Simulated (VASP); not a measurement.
# Sb (Fd-3m) in VASP: a series of runs

The runs below take Sb through single point, relaxation of cell and atoms, with revPBE.

Program: VASP 6.6.1. These are calculated values, not measurements. Logs are shortened: lines on timing, memory, paths and dates and some standing lists are left out, and cuts for length are marked.

## Step 1: The cell of the first run

It takes space group Fd-3m (No. 227, cubic). Conventional cell: a = 7.147 Å, b = 7.147 Å, c = 7.147 Å, α = 90.00°, β = 90.00°, γ = 90.00°. Within 4.1 Å of Sb (site symmetry -43m) lie 4 Sb at 3.09 Å.

## Step 2: Single point, revPBE (volume scaled by 1.04)

The input, INCAR:

```
SYSTEM = Sb
PREC = Accurate
ENCUT = 520
EDIFF = 1E-6
ISMEAR = -1
SIGMA = 0.1
LREAL = .FALSE.
LASPH = .TRUE.
NELM = 80
ALGO = Normal
ISIF = 2
LWAVE = .FALSE.
LCHARG = .FALSE.
GGA = RE
NBANDS = 12
```

The input, KPOINTS:

```
regular mesh
0
G
  9 9 9
  0 0 0
```

The input, POSCAR:

```
Sb
1.0
    0.0000000000      3.5734581420      3.5734581420
    3.5734581420      0.0000000000      3.5734581420
    3.5734581420      3.5734581420      0.0000000000
Sb
2
Direct
    0.1250000000      0.1250000000      0.1250000000
    0.8750000000      0.8750000000      0.8750000000
```

Potentials or basis: VASP PAW PBE potentials, release 64 (Sb).

Command:

```bash
$ cat potpaw_PBE.64/Sb/POTCAR > POTCAR
$ mpirun -np 1 vasp_std > vasp.out
```

OUTCAR:

```text
SYSTEM = Sb
   PREC = Accurate
   ENCUT = 520
   EDIFF = 1E-6
   ISMEAR = -1
   LREAL = .FALSE.
   LASPH = .TRUE.
   NELM = 80
   ISIF = 2
   GGA = RE

 ion  position               nearest neighbor table
   1  0.125  0.125  0.125-   2 3.09   2 3.09   2 3.09   2 3.09
   2  0.875  0.875  0.875-   1 3.09   1 3.09   1 3.09   1 3.09

  LATTYP: Found a face centered cubic cell.
 ALAT       =     7.1469162840

  Lattice vectors:

 A1 = (   0.0000000000,   3.5734581420,   3.5734581420)
 A2 = (   3.5734581420,   0.0000000000,   3.5734581420)
 A3 = (   3.5734581420,   3.5734581420,   0.0000000000)

Analysis of symmetry for initial positions (statically):
=====================================================================
 Subroutine PRICEL returns:
 Original cell was already a primitive cell.

 Routine SETGRP: Setting up the symmetry group for a
 face centered cubic supercell.

 Subroutine GETGRP returns: Found 48 space group operations
 (whereof 12 operations were pure point group operations)
 out of a pool of 48 trial point group operations.

The static configuration has the point symmetry D_3d.
 The point group associated with its full space group is O_h .

Analysis of symmetry for dynamics (positions and initial velocities):
=====================================================================
 Subroutine PRICEL returns:
 Original cell was already a primitive cell.

 Routine SETGRP: Setting up the symmetry group for a
 face centered cubic supercell.

 Subroutine GETGRP returns: Found 48 space group operations
 (whereof 12 operations were pure point group operations)
 out of a pool of 48 trial point group operations.

The dynamic configuration has the point symmetry D_3d.
 The point group associated with its full space group is O_h .

 Subroutine INISYM returns: Found 48 space group operations
 (whereof 12 operations are pure point group operations),
 and found     1 'primitive' translations

----------------------------------------------------------------------------------------

                                     Primitive cell

  volume of cell :      91.2633

  direct lattice vectors                    reciprocal lattice vectors
     0.000000000  3.573458142  3.573458142    -0.139920486  0.139920486  0.139920486
     3.573458142  0.000000000  3.573458142     0.139920486 -0.139920486  0.139920486
[... 91 lines left out ...]
   ISIF   =      2    stress and relaxation
   ISYM   =      2    0-nonsym 1-usesym 2-fastsym
   POTIM  = 0.5000    time-step for ionic-motion
   TEBEG  =    0.0;   TEEND  =   0.0 temperature during run
   PSTRESS=    0.0 pullay stress
   NELECT =      10.0000    total number of electrons
   NUPDOWN=      -1.0000    fix difference up-down
   EMIN   =  10.00;   EMAX   =-10.00  energy-range for DOS
   EFERMI =   0.00;   METHOD = LEGACY
   ISMEAR =    -1;   SIGMA  =   0.10  broadening in eV -4-tet -1-fermi 0-gaus
   EFERMI_NEDOS =   21; number of points for ismear=-14 and -15
   IALGO  =     38    algorithm
   IMIX   =      4    mixing-type and parameters
     AMIX     =   0.40;   BMIX     =  1.00
     AMIX_MAG =   1.60;   BMIX_MAG =  1.00
  volume/ion in A,a.u.               =      45.63       307.94
  Fermi-wavevector in a.u.,A,eV,Ry     =   0.783387  1.480386  8.349821  0.613695
  Thomas-Fermi vector in A             =   1.887304
   LORBIT       =      0    0 simple, 1 ext, 2 COOP (PROOUT), +10 PAW based schemes
   GGA     = RE    functional components
   LHFCALC =     F    Hartree Fock is set to
   AEXX    =    0.0000 exact exchange contribution
   IVDW    =     0    specifies the selected vdW correction
   LEPSILON=     F    determine dielectric tensor
   LRPA    =     F    only Hartree local field effects (RPA)
 non-spin polarized calculation
  energy-cutoff  :      520.00
  volume of cell :       91.26
 maximum number of plane-waves:      2485
 NGX is ok and might be reduce to    40
   NGX = 19   NGY = 19   NGZ = 19

 number of electron      10.0000000 magnetization

 Free energy of the ion-electron system (eV)
  ---------------------------------------------------
  ext. energy  EPLUGINS =         0.00000000
  ---------------------------------------------------
  free energy    TOTEN  =        -7.12519911 eV

  energy without entropy =       -7.08119512  energy(sigma->0) =       -7.10319711

 E-fermi :   3.3949     XC(G=0):  -7.4426

 val. band max:        3.3574868703   @ k =  -0.4444   0.4444   0.1111
 cond. band min:       3.4027699475   @ k =  -0.4444   0.4444   0.0000
 fundamental gap:      0.0452830771
 Fermi energy:         3.3948836462

 k-point     1 :       0.0000    0.0000    0.0000
  band No.  band energies     occupation
      1      -7.6655      2.00000
      2      -2.2545      2.00000
      3       1.7321      2.00000
      4       1.7321      2.00000
      5       1.7321      2.00000
      6       3.9464      0.00802
      7       3.9464      0.00802
      8       3.9464      0.00802
      9       7.5458      0.00000
     10       9.6951      0.00000
     11       9.6951      0.00000
     12      10.9975      0.00000
[... 331 lines left out ...]
 k-point    24 :       0.4444    0.4444    0.0000
  band No.  band energies     occupation
      1      -6.0907      2.00000
      2      -5.2813      2.00000
      3       0.2992      2.00000
      4       0.2992      2.00000
      5       3.0130      1.95703
      6       3.0859      1.91293
      7       7.0904      0.00000
      8       7.0904      0.00000
      9       8.8152      0.00000
     10       9.9855      0.00000
     11      11.6491      0.00000
     12      11.6493      0.00000

 [... further k-points ...]

------------------------ aborting loop because EDIFF is reached ----------------------------------------

  FORCE on cell =-STRESS in cart. coord.  units (eV):
  Direction    XX          YY          ZZ          XY          YZ          ZX
  --------------------------------------------------------------------------------------
  -------------------------------------------------------------------------------------
  Total       -0.6218444     -0.6218444     -0.6218444     -0.0000000      0.0000000     -0.0000000
  in kB      -10.9168211    -10.9168211    -10.9168211     -0.0000000      0.0000000     -0.0000000
  external PRESSURE =     -10.9168211 kB  Pullay stress =       0.0000000 kB

 VOLUME and BASIS-vectors are now :
 -----------------------------------------------------------------------------
  energy-cutoff  :      520.00
  volume of cell :       91.26
      direct lattice vectors                 reciprocal lattice vectors
     0.000000000  3.573458142  3.573458142    -0.139920486  0.139920486  0.139920486
     3.573458142  0.000000000  3.573458142     0.139920486 -0.139920486  0.139920486
     3.573458142  3.573458142  0.000000000     0.139920486  0.139920486 -0.139920486

 POSITION                                       TOTAL-FORCE (eV/Angst)
 -----------------------------------------------------------------------------------
      0.89336      0.89336      0.89336         0.000000      0.000000      0.000000
      6.25355      6.25355      6.25355        -0.000000     -0.000000     -0.000000
 -----------------------------------------------------------------------------------
    total drift:                                0.000000     -0.000000     -0.000000

  FREE ENERGIE OF THE ION-ELECTRON SYSTEM (eV)
  ---------------------------------------------------
  free  energy   TOTEN  =        -7.1251991070 eV

  energy  without entropy=       -7.0811951192  energy(sigma->0) =       -7.10319711
```

OSZICAR:

```text
N       E                     dE             d eps       ncg     rms          rms(c)
DAV:   1     0.315480331536E+02    0.31548E+02   -0.31848E+03   840   0.613E+02
DAV:   2    -0.491105763713E+01   -0.36459E+02   -0.35131E+02  1092   0.941E+01
DAV:   3    -0.710228509008E+01   -0.21912E+01   -0.21401E+01  1080   0.250E+01
DAV:   4    -0.713209580826E+01   -0.29811E-01   -0.29789E-01   928   0.341E+00
DAV:   5    -0.713275748767E+01   -0.66168E-03   -0.66168E-03  1048   0.574E-01    0.234E+00
DAV:   6    -0.712755040391E+01    0.52071E-02   -0.47873E-03   936   0.421E-01    0.140E+00
DAV:   7    -0.712406562450E+01    0.34848E-02   -0.13043E-02   860   0.661E-01    0.957E-02
DAV:   8    -0.712494101757E+01   -0.87539E-03   -0.10362E-03   864   0.166E-01    0.199E-02
DAV:   9    -0.712516146783E+01   -0.22045E-03   -0.32761E-04   920   0.870E-02    0.114E-02
DAV:  10    -0.712519667801E+01   -0.35210E-04   -0.70283E-05   888   0.425E-02    0.471E-03
DAV:  11    -0.712519878274E+01   -0.21047E-05   -0.17934E-06   984   0.787E-03    0.806E-04
DAV:  12    -0.712519910702E+01   -0.32428E-06   -0.64736E-07   844   0.434E-03
   1 F= -.71251991E+01 E0= -.71031971E+01  d E =-.440040E-01
```

It took 43 s on 1 thread of Intel Xeon 6975P-C, shared host; peak memory 0.24 GiB.

Results:

```
Free energy            : -7.1252 eV
Pressure               : -1.1 GPa
Band gap on the k mesh : zero (band 5 reaches 3.71 eV, above the bottom of band 6 at 3.08 eV)
```

Caveat: the cell differs from its parent crystal (volume scaled by 1.04); the PAW data sets were made with another functional, which shifts forces and pressure a little; spin-orbit coupling is left out, which moves the levels of the heavy elements.

## Step 3: Single point, revPBE (volume scaled by 1.08)

The input, INCAR:

```
ALGO = Normal ; EDIFF = 1E-6
ENCUT = 520 ; GGA = RE
ISIF = 2 ; ISMEAR = -1
LASPH = True ; LCHARG = False
LREAL = False ; LWAVE = False
NBANDS = 12 ; NELM = 80
PREC = Accurate ; SIGMA = 0.1
```

The input, KPOINTS:

```
k-points
0
Gamma
  9 9 9
```

The input, POSCAR:

```
Sb
1.0
    0.0000000000      3.6186965918      3.6186965918
    3.6186965918      0.0000000000      3.6186965918
    3.6186965918      3.6186965918      0.0000000000
Sb
2
Direct
    0.1250000000      0.1250000000      0.1250000000
    0.8750000000      0.8750000000      0.8750000000
```

Potentials or basis: VASP PAW PBE potentials, release 64 (Sb).

Command:

```bash
$ cat potpaw_PBE.64/Sb/POTCAR > POTCAR
$ mpirun -np 1 vasp_std > vasp.out
```

Run time: 43 s. Hardware: 1 thread of Intel Xeon 6975P-C, shared host; peak memory 0.24 GiB.

The run converged. Its results:

```
Free energy            : -7.0915 eV
Pressure               : -2.0 GPa
Band gap on the k mesh : zero (band 5 reaches 3.34 eV, above the bottom of band 6 at 2.79 eV)
```

Levels at points of the mesh, in eV from the Fermi level:
| k point | band 3 | band 4 | band 5 | band 6 | band 7 | band 8 |
| --- | --- | --- | --- | --- | --- | --- |
| (0.00, 0.00, 0.00) | -1.60 | -1.60 | -1.60 | 0.57 | 0.57 | 0.57 |

Caveat: the cell differs from its parent crystal (volume scaled by 1.08); the PAW data sets were made with another functional, which shifts forces and pressure a little; spin-orbit coupling is left out, which moves the levels of the heavy elements.

## Step 4: Single point, revPBE (volume scaled by 1.12)

The input, INCAR:

```
SYSTEM = Sb
ALGO = Normal ; EDIFF = 1E-6
ENCUT = 520 ; GGA = RE
ISIF = 2 ; ISMEAR = -1
LASPH = .True. ; LCHARG = .True.
LELF = .True. ; LREAL = .False.
LVHAR = .True. ; LWAVE = .False.
NBANDS = 12 ; NELM = 100
PREC = Accurate ; SIGMA = 0.1
```

The input, KPOINTS:

```
k-points
0
Gamma
  9 9 9
  0 0 0
```

The input, POSCAR:

```
Sb
1.0
    0.0000000000      3.6628313877      3.6628313877
    3.6628313877      0.0000000000      3.6628313877
    3.6628313877      3.6628313877      0.0000000000
Sb
2
Direct
    0.1250000000      0.1250000000      0.1250000000
    0.8750000000      0.8750000000      0.8750000000
```

Command:

```bash
$ cat potpaw_PBE.64/Sb/POTCAR > POTCAR
$ mpirun -np 1 vasp_std > vasp.out
```

Wall time 42 s (1 thread of Intel Xeon 6975P-C, shared host); peak memory 0.25 GiB.

The run converged. Its results:

| Quantity | Value |
| --- | --- |
| Free energy | -7.0407 eV |
| Pressure | -2.7 GPa |
| Band gap on the k mesh | zero (band 5 reaches 3.01 eV, above the bottom of band 6 at 2.52 eV) |

Levels at points of the mesh, in eV from the Fermi level:
| k point | band 2 | band 3 | band 4 | band 5 | band 6 | band 7 | band 8 | band 9 |
| --- | --- | --- | --- | --- | --- | --- | --- | --- |
| (0.00, 0.00, 0.00) | -5.94 | -1.55 | -1.55 | -1.55 | 0.58 | 0.58 | 0.58 | 4.18 |

Caveat: the cell differs from its parent crystal (volume scaled by 1.12); the PAW data sets were made with another functional, which shifts forces and pressure a little; spin-orbit coupling is left out, which moves the levels of the heavy elements.

## Step 5: Relaxation of cell and atoms, revPBE

This run uses another cell than the first one, of 36.70 Å³/atom, 0.804 times its volume.

The input, INCAR:

```
PREC     = Accurate       # precision mode
ENCUT    = 600            # plane-wave cutoff, eV
EDIFF    = 1E-6           # SCF threshold, eV
ISMEAR   = -1             # smearing method
SIGMA    = 0.1            # smearing width, eV
LREAL    = F              # projectors in reciprocal space
LASPH    = T              # aspherical terms in the spheres
NELM     = 60             # most SCF steps
ALGO     = Normal         # electronic algorithm
ISIF     = 3              # what is computed and relaxed
LWAVE    = F              # write WAVECAR
LCHARG   = F              # write CHGCAR
GGA      = RE             # functional
IBRION   = 2              # ionic algorithm
NSW      = 80             # ionic steps
EDIFFG   = -0.01          # ionic threshold
```

The input, KPOINTS:

```
regular mesh
0
Gamma
  8 8 8
```

The input, POSCAR:

```
Sb
1.0
    0.0000000000      3.3230904857      3.3230904857
    3.3230904857      0.0000000000      3.3230904857
    3.3230904857      3.3230904857      0.0000000000
Sb
2
Direct
    0.1250000000      0.1250000000      0.1250000000
    0.8750000000      0.8750000000      0.8750000000
```

Potentials or basis: VASP PAW PBE potentials, release 64 (Sb).

Command:

```bash
$ cat potpaw_PBE.64/Sb/POTCAR > POTCAR
$ mpirun -np 1 vasp_std > vasp.out
```

OUTCAR:

```text
PREC = Accurate
   ENCUT = 600
   EDIFF = 1E-6
   ISMEAR = -1
   LREAL = F
   LASPH = T
   NELM = 60
   ISIF = 3
   GGA = RE
   IBRION = 2
   NSW = 80
   EDIFFG = -0.01

 ion  position               nearest neighbor table
   1  0.125  0.125  0.125-   2 2.88   2 2.88   2 2.88   2 2.88
   2  0.875  0.875  0.875-   1 2.88   1 2.88   1 2.88   1 2.88

  LATTYP: Found a face centered cubic cell.
 ALAT       =     6.6461809714

  Lattice vectors:

 A1 = (   0.0000000000,   3.3230904857,   3.3230904857)
 A2 = (   3.3230904857,   0.0000000000,   3.3230904857)
 A3 = (   3.3230904857,   3.3230904857,   0.0000000000)

Analysis of symmetry for initial positions (statically):
=====================================================================
 Subroutine PRICEL returns:
 Original cell was already a primitive cell.

 Routine SETGRP: Setting up the symmetry group for a
[... 333 lines left out ...]
  band No.  band energies     occupation
      1      -7.5423      2.00000
      2      -1.7595      2.00000
      3       1.9993      2.00000
      4       1.9993      2.00000
      5       1.9993      2.00000
      6       4.2579      0.01246
      7       4.2579      0.01246
      8       4.2579      0.01246
      9       7.8590      0.00000
[... 265 lines left out ...]
 k-point    24 :      -0.3750    0.2500    0.1250
  band No.  band energies     occupation
      1      -6.2431      2.00000
      2      -4.5999      2.00000
      3       0.1791      2.00000
      4       0.8876      2.00000
      5       3.1162      1.99650
      6       5.0803      0.00000
      7       6.0839      0.00000
      8       6.7164      0.00000
      9       8.8772      0.00000

 [... further k-points ...]

------------------------ aborting loop because EDIFF is reached ----------------------------------------

  FORCE on cell =-STRESS in cart. coord.  units (eV):
  Direction    XX          YY          ZZ          XY          YZ          ZX
  --------------------------------------------------------------------------------------
  -------------------------------------------------------------------------------------
  Total        0.0013802      0.0013802      0.0013802      0.0000000      0.0000000      0.0000000
  in kB        0.0251882      0.0251882      0.0251882      0.0000000      0.0000000      0.0000000
  external PRESSURE =       0.0251882 kB  Pullay stress =       0.0000000 kB
[... 17 lines left out ...]
  FREE ENERGIE OF THE ION-ELECTRON SYSTEM (eV)
  ---------------------------------------------------
  free  energy   TOTEN  =        -7.1321275138 eV

  energy  without entropy=       -7.0821312527  energy(sigma->0) =       -7.10712938

 reached required accuracy - stopping structural energy minimisation
```

OSZICAR:

```text
N       E                     dE             d eps       ncg     rms          rms(c)
DAV:   1     0.380756530770E+02    0.38076E+02   -0.37790E+03   522   0.956E+02
DAV:   2    -0.477492962066E+01   -0.42851E+02   -0.42132E+02   672   0.120E+02
DAV:   3    -0.684462435780E+01   -0.20697E+01   -0.19308E+01   705   0.303E+01
DAV:   4    -0.686912884591E+01   -0.24504E-01   -0.24496E-01   604   0.325E+00
[... 38 lines left out ...]
       N       E                     dE             d eps       ncg     rms          rms(c)
DAV:   1    -0.713218459767E+01   -0.85220E-04   -0.14910E-03   564   0.201E-01    0.283E-02
DAV:   2    -0.713214605526E+01    0.38542E-04   -0.35844E-05   522   0.390E-02    0.164E-02
DAV:   3    -0.713212743420E+01    0.18621E-04   -0.47713E-05   563   0.336E-02    0.567E-03
DAV:   4    -0.713212751383E+01   -0.79629E-07   -0.42606E-07   314   0.529E-03
   5 F= -.71321275E+01 E0= -.71071294E+01  d E =-.277593E-04
```

CONTCAR:

```text
Sb
   1.00000000000000
    -0.0000000000000000    3.5275920659420517    3.5275920659420517
     3.5275920659420517    0.0000000000000000    3.5275920659420517
     3.5275920659420517    3.5275920659420517    0.0000000000000000
  Sb
     2
Direct
     0.1250000000000000    0.1250000000000000    0.1250000000000000
     0.8750000000000000    0.8750000000000000    0.8750000000000000

  0.00000000E+00  0.00000000E+00  0.00000000E+00
  0.00000000E+00  0.00000000E+00  0.00000000E+00
```

Run time: 88 s. Hardware: 1 thread of Intel Xeon 6975P-C, shared host; peak memory 0.26 GiB.

Results:

| Property | Result |
| --- | --- |
| Free energy | -7.1321 eV |
| Relaxed volume | 43.90 Å³/atom |
| Relaxed cell | a = 4.989 Å, b = 4.989 Å, c = 4.989 Å, α = 60.00°, β = 60.00°, γ = 60.00° |
| Space group after relaxing (to 0.05 Å) | Fd-3m (No. 227) |
| Energy gained by relaxing | 145.2 meV/atom |
| Ionic steps | 5 |
| Pressure after relaxing | 0.0 GPa |
| Band gap on the k mesh | zero (band 5 reaches 4.44 eV, above the bottom of band 6 at 3.33 eV) |

The path:
| step | energy change (eV) | largest force (eV/Å) | pressure (GPa) | volume (Å³) |
| --- | --- | --- | --- | --- |
| 1 | 0.0000 | 0.0000 | 7.50 | 73.39 |
| 2 | -0.2629 | 0.0000 | -1.55 | 93.20 |
| 3 | -0.2903 | 0.0000 | 0.05 | 87.66 |
| 4 | -0.2903 | 0.0000 | -0.05 | 87.96 |
| 5 | -0.2903 | 0.0000 | 0.00 | 87.79 |

Final structure:
```
Sb
1.0
     0.00000    3.52759    3.52759
     3.52759    0.00000    3.52759
     3.52759    3.52759    0.00000
Sb
2
Direct
  0.12500 0.12500 0.12500
  0.87500 0.87500 0.87500
```

Caveat: the volume moved by over 15 % at a fixed basis, so the end points are rough; the PAW data sets were made with another functional, which shifts forces and pressure a little; spin-orbit coupling is left out, which moves the levels of the heavy elements.

(Continued in part 2 of 2.)
